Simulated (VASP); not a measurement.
Here is a VASP 6.6.1 calculation.

INCAR

```
PREC = Accurate ; ENCUT = 520
EDIFF = 1E-6 ; ISMEAR = 0
SIGMA = 0.1 ; LREAL = F
LASPH = T ; NELM = 80
ALGO = Normal ; ISIF = 2
LWAVE = F ; LCHARG = T
GGA = PS ; LELF = T
LVHAR = T ; NBANDS = 39
```

File KPOINTS:

```
Automatic mesh
0
Gamma
  12 12 2
```

POSCAR

```
GeSb4Te4
1.0
    4.3089218998      0.0000000000      0.0000000000
   -2.1544609499      3.7316358282      0.0000000000
    0.0000000000      0.0000000000     18.3417834613
Ge Sb Te
1 4 4
Direct
    0.0000000000      0.0000000000      0.0000000000
    0.3333333333      0.6666666667      0.5423068414
    0.6666666667      0.3333333333      0.4576931586
    0.6666666667      0.3333333333      0.7992146091
    0.3333333333      0.6666666667      0.2007853909
    0.3333333333      0.6666666667      0.9084652892
    0.6666666667      0.3333333333      0.0915347108
    0.0000000000      0.0000000000      0.7065897798
    0.0000000000      0.0000000000      0.2934102202
```

Potentials or basis: VASP PAW PBE potentials, release 64 (Ge_d, Sb, Te).

Run with:

```sh
$ cat potpaw_PBE.64/Ge_d/POTCAR potpaw_PBE.64/Sb/POTCAR potpaw_PBE.64/Te/POTCAR > POTCAR
$ mpirun -np 1 vasp_std > vasp.out
```

**Question.** Predict the pressure.

**Answer.** -2.1 GPa.

**Question.** Predict the band gap on the k mesh.

**Answer.** 0.10 eV, indirect (least direct gap 0.11 eV).

**Question.** Predict the largest force.

**Answer.** 0.075 eV/Å.

Forces on the atoms (eV/Å):
```
Ge   0.000  0.000  0.000
Sb   0.000  0.000  0.075
Sb   0.000  0.000 -0.075
Sb   0.000  0.000  0.023
Sb   0.000  0.000 -0.023
Te   0.000  0.000 -0.013
Te   0.000  0.000  0.013
Te   0.000  0.000 -0.029
Te   0.000  0.000  0.029
```

Caveat: the PAW data sets were made with another functional, which shifts forces and pressure a little; spin-orbit coupling is left out, which moves the levels of the heavy elements; this functional lacks dispersion, which binds the layers, so the pressure and a relaxed spacing across them are unreliable. A k mesh can miss the band edges.
